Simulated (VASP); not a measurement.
# Ge2Sb2Te5 in VASP: further runs

Aim: see how the results for Ge2Sb2Te5 move with the level of theory and the settings. Levels: PBE, BLYP+D3(BJ). Tasks: single point.

All numbers are computed with VASP 6.6.1; they aren't measurements. Logs are shortened: lines on timing, memory, paths and dates and some standing lists are left out, and cuts for length are marked.

## 1. The cell of the first run

It takes space group Cm (No. 8, monoclinic). Conventional cell: a = 12.178 Å, b = 5.586 Å, c = 8.561 Å, α = 90.00°, β = 134.17°, γ = 90.00°. Te (site symmetry m) has 2 Ge at 2.77 to 2.85 Å and 3 Sb at 2.86 to 2.91 Å and 9 Te at 3.27 to 4.01 Å within 4.1 Å. Te (site symmetry m) has 3 Ge at 2.76 to 2.85 Å and 2 Sb at 2.85 to 3.02 Å and 6 Te at 3.27 to 3.71 Å within 3.8 Å. Te (site symmetry m) has 3 Ge at 2.78 to 2.84 Å and 2 Sb at 2.92 to 2.94 Å and 4 Te at 3.38 to 3.61 Å within 3.7 Å. Within 3.7 Å of Te (site symmetry m) lie 2 Ge at 2.72 to 2.75 Å and 2 Sb at 2.83 to 2.85 Å and 7 Te at 3.54 to 3.66 Å. Te (site symmetry m) has 2 Ge at 2.83 to 2.92 Å and 3 Sb at 2.88 to 2.98 Å and 4 Te at 3.27 to 3.54 Å within 3.7 Å. Sb (site symmetry m) has 6 Te at 2.85 to 2.94 Å and 4 Ge at 3.55 to 3.81 Å and 2 Sb at 3.63 Å within 3.9 Å. Sb (site symmetry m) has 6 Te at 2.83 to 3.02 Å and 2 Ge at 3.42 to 3.67 Å and 2 Sb at 3.63 Å within 3.7 Å. Ge (site symmetry m) has 6 Te at 2.75 to 2.85 Å and 4 Sb at 3.42 to 3.81 Å and 2 Ge at 3.62 Å within 3.9 Å.

## 2. Single point, PBE

Contents of INCAR:

```
SYSTEM = Ge2Sb2Te5
PREC = Accurate
ENCUT = 520
EDIFF = 1E-6
ISMEAR = -1
SIGMA = 0.05
LREAL = .FALSE.
LASPH = .TRUE.
NELM = 60
ALGO = Normal
ISIF = 2
LWAVE = .FALSE.
LCHARG = .FALSE.
GGA = PE
NBANDS = 44
```

Contents of KPOINTS:

```
regular mesh
0
G
  4 4 3
  0 0 0
```

Contents of POSCAR:

```
Ge2Sb2Te5
1.0
    6.1410489497     -2.7931676242     -0.0653854380
    6.1410489497      2.7931676242     -0.0653854380
   -6.1991892025      0.0000000000      6.1541553469
Te Sb Ge
5 2 2
Direct
    0.5769709504      0.5769709504      0.3973279567
    0.7966163149      0.7966163149      0.1656784315
   -0.0487778866     -0.0487778866     -0.0347339357
    0.2102848239      0.2102848239      0.8207944407
    0.4668862732      0.4668862732      0.6448621483
    0.8860271129      0.8860271129      0.5695930459
    0.1406622788      0.1406622788      0.4338622902
    0.2616084911      0.2616084911      0.1831990521
    0.5097216413      0.5097216413      0.0194165703
```

Potentials or basis: VASP PAW PBE potentials, release 64 (Te, Sb, Ge_d).

Command:

```console
cat potpaw_PBE.64/Te/POTCAR potpaw_PBE.64/Sb/POTCAR potpaw_PBE.64/Ge_d/POTCAR > POTCAR
mpirun -np 1 vasp_std > vasp.out
```

OUTCAR:

```text
SYSTEM = Ge2Sb2Te5
   PREC = Accurate
   ENCUT = 520
   EDIFF = 1E-6
   ISMEAR = -1
   LREAL = .FALSE.
   LASPH = .TRUE.
   NELM = 60
   ISIF = 2
   GGA = PE

 ion  position               nearest neighbor table
   1  0.577  0.577  0.397-   9 2.77   8 2.85   7 2.86   7 2.86   6 2.91   5 3.27   3 3.61   4 3.62

   2  0.797  0.797  0.166-   9 2.76   6 2.85   8 2.85   8 2.85   7 3.02   5 3.27   3 3.38   4 3.66
                             4 3.66
   3  0.951  0.951  0.965-   8 2.78   9 2.84   9 2.84   7 2.92   6 2.94   2 3.38   4 3.58   4 3.58
                             1 3.61
   4  0.210  0.210  0.821-   9 2.72   8 2.75   7 2.83   6 2.85   5 3.54   5 3.54   3 3.58   3 3.58
                             1 3.62   2 3.66   2 3.66
   5  0.467  0.467  0.645-   8 2.83   6 2.88   6 2.88   9 2.92   7 2.98   2 3.27   1 3.27   4 3.54
                             4 3.54
   6  0.886  0.886  0.570-   2 2.85   4 2.85   5 2.88   5 2.88   1 2.91   3 2.94   7 3.63   7 3.63

   7  0.141  0.141  0.434-   4 2.83   1 2.86   1 2.86   3 2.92   5 2.98   2 3.02   6 3.63   6 3.63

   8  0.262  0.262  0.183-   4 2.75   3 2.78   5 2.83   2 2.85   2 2.85   1 2.85
   9  0.510  0.510  0.019-   4 2.72   2 2.76   1 2.77   3 2.84   3 2.84   5 2.92

  Warning from LATTYP: Got some problem with cell dimensions!
  Tried to take original basis but could not verify dimensions!
  LATTYP: Found a base centered monoclinic cell.
 ALAT       =    12.1780949729
 B/A-ratio  =     0.4587199608
 C/A-ratio  =     0.7029461904
 COS(beta)  =    -0.6968046922

  Lattice vectors:

 A1 = (  -0.0581402528,  -2.7931676242,   6.0887699089)
 A2 = (  -0.0581402528,   2.7931676242,   6.0887699089)
 A3 = (  -6.0829086969,   0.0000000000,  -6.0233844709)

Analysis of symmetry for initial positions (statically):
=====================================================================
 Subroutine PRICEL returns:
 Original cell was already a primitive cell.

 Routine SETGRP: Setting up the symmetry group for a
 base centered monoclinic supercell.

 Subroutine GETGRP returns: Found  2 space group operations
 (whereof  2 operations were pure point group operations)
 out of a pool of  4 trial point group operations.

The static configuration has the point symmetry C_1h.

Analysis of symmetry for dynamics (positions and initial velocities):
=====================================================================
 Subroutine PRICEL returns:
[... 120 lines left out ...]
   NFREE  =      0    steps in history (QN), initial steepest desc. (CG)
   ISIF   =      2    stress and relaxation
   ISYM   =      2    0-nonsym 1-usesym 2-fastsym
   POTIM  = 0.5000    time-step for ionic-motion
   TEBEG  =    0.0;   TEEND  =   0.0 temperature during run
   PSTRESS=    0.0 pullay stress
   NELECT =      68.0000    total number of electrons
   NUPDOWN=      -1.0000    fix difference up-down
   EMIN   =  10.00;   EMAX   =-10.00  energy-range for DOS
   EFERMI =   0.00;   METHOD = LEGACY
   ISMEAR =    -1;   SIGMA  =   0.05  broadening in eV -4-tet -1-fermi 0-gaus
   EFERMI_NEDOS =   21; number of points for ismear=-14 and -15
   IALGO  =     38    algorithm
   IMIX   =      4    mixing-type and parameters
     AMIX     =   0.40;   BMIX     =  1.00
     AMIX_MAG =   1.60;   BMIX_MAG =  1.00
  volume/ion in A,a.u.               =      23.21       156.61
  Fermi-wavevector in a.u.,A,eV,Ry     =   1.126228  2.128261 17.257473  1.268389
  Thomas-Fermi vector in A             =   2.262908
   LORBIT       =      0    0 simple, 1 ext, 2 COOP (PROOUT), +10 PAW based schemes
   GGA     = PE    functional components
   LHFCALC =     F    Hartree Fock is set to
   AEXX    =    0.0000 exact exchange contribution
   IVDW    =     0    specifies the selected vdW correction
   LEPSILON=     F    determine dielectric tensor
   LRPA    =     F    only Hartree local field effects (RPA)
 non-spin polarized calculation
  energy-cutoff  :      520.00
  volume of cell :      208.86
 maximum number of plane-waves:      5640
   NGX = 25   NGY = 25   NGZ = 33

 number of electron      68.0000004 magnetization

 Free energy of the ion-electron system (eV)
  ---------------------------------------------------
  ext. energy  EPLUGINS =         0.00000000
  ---------------------------------------------------
  free energy    TOTEN  =       -29.83274425 eV

  energy without entropy =      -29.81687468  energy(sigma->0) =      -29.82480947

 E-fermi :   9.7436     XC(G=0): -10.7039

 val. band max:        9.6631132385   @ k =  -0.2500   0.2500   0.0000
 cond. band min:       9.8457535254   @ k =  -0.2500  -0.2500   0.3333
 fundamental gap:      0.1826402870
 Fermi energy:         9.7435794447

 k-point     1 :       0.0000    0.0000    0.0000
  band No.  band energies     occupation
      1     -15.3353      2.00000
      2     -15.3205      2.00000
      3     -15.3185      2.00000
      4     -15.3099      2.00000
      5     -15.3068      2.00000
      6     -15.2544      2.00000
[... 788 lines left out ...]
     43      13.5094      0.00000
     44      13.8389      0.00000

------------------------ aborting loop because EDIFF is reached ----------------------------------------

  FORCE on cell =-STRESS in cart. coord.  units (eV):
  Direction    XX          YY          ZZ          XY          YZ          ZX
  --------------------------------------------------------------------------------------
  -------------------------------------------------------------------------------------
  Total       26.1542712     26.1885860     26.1488061      0.0000000      0.0000000     -0.0293398
  in kB      200.6310957    200.8943267    200.5891727      0.0000000      0.0000000     -0.2250673
  external PRESSURE =     200.7048650 kB  Pullay stress =       0.0000000 kB

 VOLUME and BASIS-vectors are now :
 -----------------------------------------------------------------------------
  energy-cutoff  :      520.00
  volume of cell :      208.86
      direct lattice vectors                 reciprocal lattice vectors
     6.141048950 -2.793167624 -0.065385438     0.082302020 -0.179008233  0.082904276
     6.141048950  2.793167624 -0.065385438     0.082302020  0.179008233  0.082904276
    -6.199189203  0.000000000  6.154155347     0.001748852  0.000000000  0.164253485

 POSITION                                       TOTAL-FORCE (eV/Angst)
 -----------------------------------------------------------------------------------
      4.62330      0.00000      2.36977        -0.019029      0.000000      0.003549
      8.75705      0.00000      0.91544         0.014721      0.000000     -0.020399
      5.69914      0.00000      5.81601        -0.013863      0.000000     -0.004500
     -2.50552      0.00000      5.02380         0.001927      0.000000      0.012279
      1.73672      0.00000      3.90753         0.008973      0.000000      0.018806
      7.35126      0.00000      3.38950        -0.014219      0.000000     -0.003028
     -0.96197      0.00000      2.65166         0.013684      0.000000     -0.002235
      2.07742      0.00000      1.09322        -0.001021      0.000000      0.001693
      6.14008      0.00000      0.05284         0.008827      0.000000     -0.006164
 -----------------------------------------------------------------------------------
    total drift:                                0.000494      0.000000     -0.000574

  FREE ENERGIE OF THE ION-ELECTRON SYSTEM (eV)
  ---------------------------------------------------
  free  energy   TOTEN  =       -29.8327442483 eV

  energy  without entropy=      -29.8168746840  energy(sigma->0) =      -29.82480947
```

It took 2.5 min on 1 thread of Intel Xeon 6975P-C (Granite Rapids), shared host; peak memory 0.5 GiB.

Results:

```yaml
Free_energy: -29.8327 eV
Pressure: 20.1 GPa
Largest_force: 0.025 eV/Å
Band_gap_on_the_k_mesh: zero (bands 34 and 35 overlap by 0.49 eV)
```

Forces in eV/Å, atoms in the order of the input:
```
Te  -0.019  0.000  0.004
Te   0.015  0.000 -0.020
Te  -0.014  0.000 -0.004
Te   0.002  0.000  0.012
Te   0.009  0.000  0.019
Sb  -0.014  0.000 -0.003
Sb   0.014  0.000 -0.002
Ge  -0.001  0.000  0.002
Ge   0.009  0.000 -0.006
```

Caveat: the cell stands under pressure; spin-orbit coupling is left out, which moves the levels of the heavy elements.

## 3. Single point, PBE

This run uses another cell than the first one, of 31.90 Å³/atom.

Contents of INCAR:

```
SYSTEM = Ge2Sb2Te5
ALGO = Normal
EDIFF = 1E-7
ENCUT = 520
GGA = PE
ISIF = 2
ISMEAR = -1
LASPH = .True.
LCHARG = .False.
LREAL = .False.
LWAVE = .False.
NBANDS = 44
NELM = 100
PREC = Accurate
SIGMA = 0.05
```

Contents of KPOINTS:

```
k-points
0
Gamma
  4 4 3
  0 0 0
```

Contents of POSCAR:

```
Ge2Sb2Te5
1.0
    6.8084759400     -2.9976146400      0.0000000000
    6.8697960600      3.1343973600      0.0000000000
   -6.8309770000     -0.0683097700      6.8476090000
Te Sb Ge
5 2 2
Direct
    0.5947020000      0.5947020000      0.3864330000
    0.7952880000      0.7952880000      0.1961120000
    0.0083240000      0.0083240000      0.0064350000
    0.2065190000      0.2065190000      0.8098030000
    0.3999590000      0.3999590000      0.5971180000
    0.9017080000      0.9017080000      0.5878730000
    0.1118700000      0.1118700000      0.4173520000
    0.2842870000      0.2842870000      0.1878300000
    0.4973430000      0.4973430000      0.0110440000
```

Potentials or basis: VASP PAW PBE potentials, release 64 (Te, Sb, Ge_d).

Command:

```console
cat potpaw_PBE.64/Te/POTCAR potpaw_PBE.64/Sb/POTCAR potpaw_PBE.64/Ge_d/POTCAR > POTCAR
mpirun -np 1 vasp_std > vasp.out
```

OUTCAR:

```text
SYSTEM = Ge2Sb2Te5
   EDIFF = 1E-7
   ENCUT = 520
   GGA = PE
   ISIF = 2
   ISMEAR = -1
   LASPH = .True.
   LREAL = .False.
   NELM = 100
   PREC = Accurate

 ion  position               nearest neighbor table
   1  0.595  0.595  0.386-   9 2.85   7 3.07   7 3.07   6 3.14   8 3.19
   2  0.795  0.795  0.196-   6 2.95   8 3.07   8 3.07   9 3.08   7 3.20
   3  0.008  0.008  0.006-   8 2.82   9 3.07   9 3.08   7 3.14   6 3.19
   4  0.207  0.207  0.810-   9 2.95   8 3.00   7 3.02   6 3.06
   5  0.400  0.400  0.597-   7 2.98   8 3.05   6 3.07   6 3.07   9 3.20
   6  0.902  0.902  0.588-   2 2.95   4 3.06   5 3.07   5 3.07   1 3.14   3 3.19
   7  0.112  0.112  0.417-   5 2.98   4 3.02   1 3.07   1 3.07   3 3.14   2 3.20
   8  0.284  0.284  0.188-   3 2.82   4 3.00   5 3.05   2 3.07   2 3.07   1 3.19
   9  0.497  0.497  0.011-   1 2.85   4 2.95   3 3.07   3 3.08   2 3.08   5 3.20

  LATTYP: Found a triclinic cell.
 ALAT       =     7.5026760427
 B/A-ratio  =     1.2892025761
 C/A-ratio  =     1.2907396659
 COS(alpha) =     0.0011888451
 COS(beta)  =     0.6403571867
 COS(gamma) =     0.6511406118

  Lattice vectors:

 A1 = (   0.0225010600,   3.0659244100,  -6.8476090000)
[... 194 lines left out ...]
 fundamental gap:      0.0775790213
 Fermi energy:         5.2706334791

 k-point     1 :       0.0000    0.0000    0.0000
  band No.  band energies     occupation
      1     -19.4098      2.00000
      2     -19.4067      2.00000
      3     -19.4034      2.00000
      4     -19.3985      2.00000
      5     -19.3932      2.00000
      6     -19.3894      2.00000
[... 1117 lines left out ...]
     43       8.3748      0.00000
     44       8.4454      0.00000

 [... further k-points ...]
[... 5 lines left out ...]
  --------------------------------------------------------------------------------------
  -------------------------------------------------------------------------------------
  Total       -0.3627517     -0.2505926     -0.2519345     -0.5194907      0.0061486     -0.1811616
  in kB       -2.0240455     -1.3982317     -1.4057188     -2.8986020      0.0343074     -1.0108272
  external PRESSURE =      -1.6093320 kB  Pullay stress =       0.0000000 kB

 VOLUME and BASIS-vectors are now :
 -----------------------------------------------------------------------------
  energy-cutoff  :      520.00
  volume of cell :      287.14
      direct lattice vectors                 reciprocal lattice vectors
     6.808475940 -2.997614640  0.000000000     0.074746911 -0.163826080  0.072931078
     6.869796060  3.134397360  0.000000000     0.071485012  0.162363761  0.072931078
    -6.830977000 -0.068309770  6.847609000     0.000000000  0.000000000  0.146036376

 POSITION                                       TOTAL-FORCE (eV/Angst)
 -----------------------------------------------------------------------------------
      5.49478      0.05495      2.64614         0.029045      0.036813      0.031012
      9.53853      0.09539      1.34290         0.061993     -0.020612     -0.022307
      0.06990      0.00070      0.04406        -0.008370      0.031486     -0.021019
     -2.70692     -0.02707      5.54521         0.044550      0.002973     -0.029651
      1.39185      0.01392      4.08883         0.047823     -0.004514     -0.038212
      8.31806      0.08318      4.02552         0.009203     -0.007953     -0.064287
     -1.32073     -0.01321      2.85786         0.012119      0.000501      0.058789
      2.60549      0.02605      1.28619        -0.147321     -0.015235      0.025306
      6.72735      0.06727      0.07562        -0.049042     -0.023459      0.060370
 -----------------------------------------------------------------------------------
    total drift:                               -0.000904      0.000823      0.000525

  FREE ENERGIE OF THE ION-ELECTRON SYSTEM (eV)
  ---------------------------------------------------
  free  energy   TOTEN  =       -33.5899554387 eV

  energy  without entropy=      -33.5780828043  energy(sigma->0) =      -33.58401912
```

OSZICAR:

```text
N       E                     dE             d eps       ncg     rms          rms(c)
DAV:   1     0.604530764470E+03    0.60453E+03   -0.27263E+04  2856   0.203E+03
DAV:   2     0.646082263088E+02   -0.53992E+03   -0.51828E+03  2464   0.575E+02
DAV:   3    -0.274441998970E+02   -0.92052E+02   -0.89307E+02  2708   0.152E+02
DAV:   4    -0.336514690588E+02   -0.62073E+01   -0.61131E+01  2752   0.461E+01
DAV:   5    -0.338794524088E+02   -0.22798E+00   -0.22744E+00  3280   0.893E+00    0.996E+00
DAV:   6    -0.335704837916E+02    0.30897E+00   -0.62423E-01  2884   0.334E+00    0.705E+00
DAV:   7    -0.335930342697E+02   -0.22550E-01   -0.32634E-01  2996   0.189E+00    0.178E+00
DAV:   8    -0.335888518428E+02    0.41824E-02   -0.37516E-02  2588   0.851E-01    0.759E-01
DAV:   9    -0.335898783631E+02   -0.10265E-02   -0.65392E-03  2768   0.339E-01    0.175E-01
DAV:  10    -0.335898999192E+02   -0.21556E-04   -0.70532E-04  2752   0.116E-01    0.705E-02
DAV:  11    -0.335899507184E+02   -0.50799E-04   -0.15958E-04  2908   0.553E-02    0.401E-02
DAV:  12    -0.335899546108E+02   -0.38925E-05   -0.14785E-05  2612   0.182E-02    0.150E-02
DAV:  13    -0.335899552521E+02   -0.64129E-06   -0.45673E-06  2716   0.929E-03    0.657E-03
DAV:  14    -0.335899555038E+02   -0.25162E-06   -0.65710E-07  2452   0.354E-03    0.317E-03
DAV:  15    -0.335899554387E+02    0.65049E-07   -0.18545E-07  1764   0.181E-03
   1 F= -.33589955E+02 E0= -.33584019E+02  d E =-.118726E-01
```

stdout:

```text
POSCAR found type information on POSCAR TeSbGe
 POSCAR found :  3 types and       9 ions
 scaLAPACK will be used
 LDA part: xc-table for (Slater+PW92), standard interpolation
 POSCAR, INCAR and KPOINTS ok, starting setup
 FFT: planning ... GRIDC
 FFT: planning ... GRID_SOFT
 FFT: planning ... GRID
 WAVECAR not read
 entering main loop
```

It took 9.3 min on 1 thread of Intel Xeon Platinum 8259CL at 2.50GHz (Skylake/Cascade Lake), shared host; peak memory 0.65 GiB.

Results:

```
Free energy            : -33.5900 eV
Pressure               : -0.2 GPa
Largest force          : 0.150 eV/Å
Band gap on the k mesh : zero (filled and empty bands touch)
```

Forces in eV/Å, atoms in the order of the input:
```
Te   0.029  0.037  0.031
Te   0.062 -0.021 -0.022
Te  -0.008  0.031 -0.021
Te   0.045  0.003 -0.030
Te   0.048 -0.005 -0.038
Sb   0.009 -0.008 -0.064
Sb   0.012  0.001  0.059
Ge  -0.147 -0.015  0.025
Ge  -0.049 -0.023  0.060
```

Caveat: spin-orbit coupling is left out, which moves the levels of the heavy elements.

[end of part 1 of 2]

The gap in the log of VASP goes by the Fermi energy; the results here count the filled bands.